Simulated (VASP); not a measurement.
Input of a VASP 6.6.1 run:

Contents of POSCAR:

```
ZnCu
1.0
    2.9205539200      0.0000000000      0.0000000000
    0.0000000000      2.9205539200      0.0000000000
    0.0000000000      0.0000000000      2.9205539200
Zn Cu
1 1
Direct
    0.5000000000      0.5000000000      0.5000000000
    0.0000000000      0.0000000000      0.0000000000
```

Contents of INCAR.step1:

```
SYSTEM = ZnCu
PREC = Accurate ; ENCUT = 520
ISMEAR = -1 ; SIGMA = 0.05
LREAL = .FALSE. ; LASPH = .TRUE.
NELM = 60 ; NBANDS = 18
GGA = PE ; ALGO = Normal
EDIFF = 1E-4 ; LWAVE = .TRUE.
LCHARG = .FALSE.
```

The input INCAR.step2:

```
SYSTEM = ZnCu
PREC = Accurate ; ENCUT = 520
EDIFF = 1E-8 ; ISMEAR = -1
SIGMA = 0.05 ; LREAL = .FALSE.
LASPH = .TRUE. ; NELM = 60
ALGO = Normal ; ISIF = 2
LWAVE = .FALSE. ; LCHARG = .FALSE.
METAGGA = R2SCAN ; LMIXTAU = .TRUE.
LEFG = .TRUE. ; NBANDS = 18
ISTART = 1
```

Contents of KPOINTS:

```
Automatic mesh
0
G
  9 9 9
  0 0 0
```

Potentials or basis: VASP PAW PBE potentials, release 64 (Zn, Cu).

The run is started by

```bash
$ cat potpaw_PBE.64/Zn/POTCAR potpaw_PBE.64/Cu/POTCAR > POTCAR
$ cp INCAR.step1 INCAR
$ mpirun -np 1 vasp_std > vasp.out
$ cp INCAR.step2 INCAR
$ mpirun -np 1 vasp_std > vasp.out
```

(1) What does it give for the band gap on the k mesh?

(2) What does it give for the pressure?

Results:

(1) zero (an odd number of electrons rules out a gap without spin polarisation).

(2) 0.7 GPa.

Caveat: the PAW data sets were made with another functional, which shifts forces and pressure a little.
